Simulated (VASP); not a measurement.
# Al3O in VASP: single point with PBE

Aim: the single point of Al3O with PBE.

Program: VASP 6.6.1. These are calculated values, not measurements. Logs are shortened: lines on timing, memory, paths and dates and some standing lists are left out, and cuts for length are marked.

## 1. The cell of the first run

The cell holds a slab with vacuum, 4 atoms: a = 2.857 Å, b = 2.857 Å, c = 19.675 Å, α = 90.00°, β = 90.00°, γ = 90.00°.

## 2. Single point, PBE

The input, INCAR:

```
PREC = Accurate
ENCUT = 1000
EDIFF = 1E-6
ISMEAR = 0
SIGMA = 0.1
LREAL = False
LASPH = True
NELM = 120
ALGO = Normal
ISIF = 2
LWAVE = False
LCHARG = False
LDIPOL = True
IDIPOL = 3
DIPOL = 0.5 0.5 0.357
GGA = PE
NBANDS = 16
GGA_COMPAT = False
NELMDL = -8
```

The input, KPOINTS:

```
Automatic mesh
0
Gamma
  9 9 1
```

The input, POSCAR:

```
Al3O
1.0
    2.8567582918      0.0000000000      0.0000000000
    0.0000000000      2.8567582918      0.0000000000
    0.0000000000      0.0000000000     19.6746954317
Al O
3 1
Direct
    0.5000000000      0.5000000000      0.2033068321
    0.0000000000      0.0000000000      0.3092728609
    0.5000000000      0.5000000000      0.4154928578
    0.5000000000      0.5000000000      0.5004454455
```

Potentials or basis: VASP PAW PBE potentials, release 64 (Al, O_h).

Run with:

```sh
$ cat potpaw_PBE.64/Al/POTCAR potpaw_PBE.64/O_h/POTCAR > POTCAR
$ mpirun -np 1 vasp_std > vasp.out
```

OUTCAR:

```text
PREC = Accurate
   ENCUT = 1000
   EDIFF = 1E-6
   ISMEAR = 0
   LREAL = False
   LASPH = True
   NELM = 120
   ISIF = 2
   GGA = PE
   NELMDL = -8

 ion  position               nearest neighbor table
   1  0.500  0.500  0.203-   2 2.90   2 2.90   2 2.90   2 2.90
   2  0.000  0.000  0.309-   1 2.90   1 2.90   1 2.90   1 2.90   3 2.91   3 2.91   3 2.91   3 2.91

   3  0.500  0.500  0.415-   4 1.67   2 2.91   2 2.91   2 2.91   2 2.91
   4  0.500  0.500  0.500-   3 1.67

  LATTYP: Found a simple tetragonal cell.
 ALAT       =     2.8567582918
 C/A-ratio  =     6.8870703861

  Lattice vectors:

 A1 = (   2.8567582918,   0.0000000000,   0.0000000000)
 A2 = (   0.0000000000,   2.8567582918,   0.0000000000)
 A3 = (   0.0000000000,   0.0000000000,  19.6746954317)

Analysis of symmetry for initial positions (statically):
=====================================================================
 Subroutine PRICEL returns:
 Original cell was already a primitive cell.

 Routine SETGRP: Setting up the symmetry group for a
 simple tetragonal supercell.

 Subroutine GETGRP returns: Found  8 space group operations
 (whereof  8 operations were pure point group operations)
 out of a pool of 16 trial point group operations.

The static configuration has the point symmetry C_4v.

Analysis of symmetry for dynamics (positions and initial velocities):
=====================================================================
 Subroutine PRICEL returns:
 Original cell was already a primitive cell.

 Routine SETGRP: Setting up the symmetry group for a
 simple tetragonal supercell.

 Subroutine GETGRP returns: Found  8 space group operations
 (whereof  8 operations were pure point group operations)
 out of a pool of 16 trial point group operations.

The dynamic configuration has the point symmetry C_4v.

 Subroutine INISYM returns: Found  8 space group operations
 (whereof  8 operations are pure point group operations),
 and found     1 'primitive' translations

----------------------------------------------------------------------------------------

                                     Primitive cell

  volume of cell :     160.5665

  direct lattice vectors                    reciprocal lattice vectors
     2.856758292  0.000000000  0.000000000     0.350047116  0.000000000  0.000000000
     0.000000000  2.856758292  0.000000000     0.000000000  0.350047116  0.000000000
[... 79 lines left out ...]
   EDIFF  = 0.1E-05   stopping-criterion for ELM
   LREAL  =      F    real-space projection
[... 7 lines left out ...]
   TEBEG  =    0.0;   TEEND  =   0.0 temperature during run
   PSTRESS=    0.0 pullay stress
   NELECT =      15.0000    total number of electrons
   NUPDOWN=      -1.0000    fix difference up-down
   EMIN   =  10.00;   EMAX   =-10.00  energy-range for DOS
   EFERMI =   0.00;   METHOD = LEGACY
   ISMEAR =     0;   SIGMA  =   0.10  broadening in eV -4-tet -1-fermi 0-gaus
   EFERMI_NEDOS =   21; number of points for ismear=-14 and -15
   IALGO  =     38    algorithm
   IMIX   =      4    mixing-type and parameters
     AMIX     =   0.40;   BMIX     =  1.00
     AMIX_MAG =   1.60;   BMIX_MAG =  1.00
  volume/ion in A,a.u.               =      40.14       270.89
  Fermi-wavevector in a.u.,A,eV,Ry     =   0.742826  1.403737  7.507559  0.551790
  Thomas-Fermi vector in A             =   1.837796
   LORBIT       =      0    0 simple, 1 ext, 2 COOP (PROOUT), +10 PAW based schemes
   GGA     = PE    functional components
   LHFCALC =     F    Hartree Fock is set to
   AEXX    =    0.0000 exact exchange contribution
   IVDW    =     0    specifies the selected vdW correction
   LEPSILON=     F    determine dielectric tensor
   LRPA    =     F    only Hartree local field effects (RPA)
 non-spin polarized calculation
 Gauss-broadening in eV      SIGMA  =   0.10
  energy-cutoff  :     1000.00
  volume of cell :      160.57
 maximum number of plane-waves:     11645
 NGX is ok and might be reduce to    30
   NGX = 15   NGY = 15   NGZ =101

 dipolmoment           0.000000      0.000000     -0.025506 electrons x Angstroem

 number of electron      14.9999998 magnetization

 dipolmoment           0.000000      0.000000      0.248524 electrons x Angstroem

 Free energy of the ion-electron system (eV)
  ---------------------------------------------------
  ext. energy  EPLUGINS =         0.00000000
  ---------------------------------------------------
  free energy    TOTEN  =       -15.72279409 eV

  energy without entropy =      -15.71465814  energy(sigma->0) =      -15.71872611

 E-fermi :  -1.9653     XC(G=0):  -4.6323

 val. band max:       -2.1060042478   @ k =   0.3333   0.1111   0.0000
 cond. band min:      -1.9485987795   @ k =   0.0000   0.0000   0.0000
 fundamental gap:      0.1574054683
 Fermi energy:        -1.9652660736

 k-point     1 :       0.0000    0.0000    0.0000
  band No.  band energies     occupation
      1     -18.6682      2.00000
      2     -12.2415      2.00000
      3      -9.8382      2.00000
      4      -6.3869      2.00000
      5      -4.1643      2.00000
      6      -1.9486      0.81366
[... 262 lines left out ...]
      3      -4.3039      2.00000
      4      -4.1025      2.00000
      5      -3.7265      2.00000
      6      -3.6157      2.00000
[... 8 lines left out ...]
     15       3.0487      0.00000
     16       4.8237      0.00000

------------------------ aborting loop because EDIFF is reached ----------------------------------------

 vacuum level on the upper side and lower side of the slab       (xc-potential included)         2.693        -2.712

  FORCE on cell =-STRESS in cart. coord.  units (eV):
  Direction    XX          YY          ZZ          XY          YZ          ZX
  --------------------------------------------------------------------------------------
  -------------------------------------------------------------------------------------
  Total       -0.8768403     -0.8768403      0.0200491      0.0000000     -0.0000000      0.0000000
  in kB       -8.7493554     -8.7493554      0.2000553      0.0000000     -0.0000000      0.0000000
  external PRESSURE =      -5.7662185 kB  Pullay stress =       0.0000000 kB

 VOLUME and BASIS-vectors are now :
 -----------------------------------------------------------------------------
  energy-cutoff  :     1000.00
  volume of cell :      160.57
      direct lattice vectors                 reciprocal lattice vectors
     2.856758292  0.000000000  0.000000000     0.350047116  0.000000000  0.000000000
     0.000000000  2.856758292  0.000000000     0.000000000  0.350047116  0.000000000
     0.000000000  0.000000000 19.674695432     0.000000000  0.000000000  0.050826708

 POSITION                                       TOTAL-FORCE (eV/Angst)
 -----------------------------------------------------------------------------------
      1.42838      1.42838      4.00000         0.000000     -0.000000     -0.130397
      0.00000      0.00000      6.08485         0.000000     -0.000000      0.273089
      1.42838      1.42838      8.17470         0.000000      0.000000     -0.153314
      1.42838      1.42838      9.84611        -0.000000     -0.000000      0.010622
 -----------------------------------------------------------------------------------
    total drift:                                0.000000      0.000000      0.001373

  FREE ENERGIE OF THE ION-ELECTRON SYSTEM (eV)
  ---------------------------------------------------
  free  energy   TOTEN  =       -15.7227940859 eV

  energy  without entropy=      -15.7146581418  energy(sigma->0) =      -15.71872611

 vacuum level on the upper side and lower side of the slab         7.699         2.188
```

Run time: 2.2 min. Hardware: 1 thread of Intel Xeon 6975P-C (Granite Rapids), shared host; peak memory 0.46 GiB.

What came out:

```yaml
Free_energy: -15.7228 eV
Largest_force: 0.273 eV/Å
Band_gap_on_the_k_mesh: zero (an odd number of electrons rules out a gap without spin polarisation)
```

Forces in eV/Å, atoms in the order of the input:
```
Al   0.000  0.000 -0.130
Al   0.000  0.000  0.273
Al   0.000  0.000 -0.153
O    0.000  0.000  0.011
```

The gap in the log of VASP goes by the Fermi energy; the results here count the filled bands.